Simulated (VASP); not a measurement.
Runs of VASP 6.6.1 on PbO2. The structure is that of space group Fm-3m (No. 225), or close to it. The cells are those of the table. 

```csv
task,cell,gap on the mesh (eV),pressure (GPa)
relaxation of cell and atoms,"relaxed to 10 GPa from a = 3.790 Å, angles 60.0°, 3 atoms",none,10.0
relaxation of cell and atoms,"relaxed to 5 GPa from a = 3.790 Å, angles 60.0°, 3 atoms",none,4.9
relaxation of cell and atoms,"relaxed from a = 3.790 Å, angles 60.0°, 3 atoms",none,0.0
relaxation of cell and atoms,"relaxed to 20 GPa from a = 3.790 Å, angles 60.0°, 3 atoms",none,20.0
single point,"a = 3.641 Å, angles 60.0°, 3 atoms",none,21.4
single point,"a = 3.759 Å, angles 60.0°, 3 atoms",none,(a)
single point,"a = 3.724 Å, angles 60.0°, 3 atoms",none,6.1
single point,"a = 3.693 Å, angles 60.0°, 3 atoms",none,11.2
```

Alike in all rows: level r2SCAN; potentials or basis VASP PAW PBE potentials, release 64 (Pb_d, O); no spin polarisation; k mesh 6 × 6 × 6; cutoff (eV) 660; smearing fermi-dirac 0.01 eV.

Problem. Estimate the missing entries.

Solution. (a) 0.9.

Caveats: the PAW data sets were made with another functional, which shifts forces and pressure a little; spin-orbit coupling is left out, which moves the levels of the heavy elements; the cell is relaxed towards a set pressure, so the run minimises the enthalpy, not the energy (at least some runs); the cell stands under pressure (at least some runs).

A k mesh can miss the band edges, and the runs leave out spin-orbit coupling on Pb.

A gap of «none» marks levels without a gap at the run's occupations.
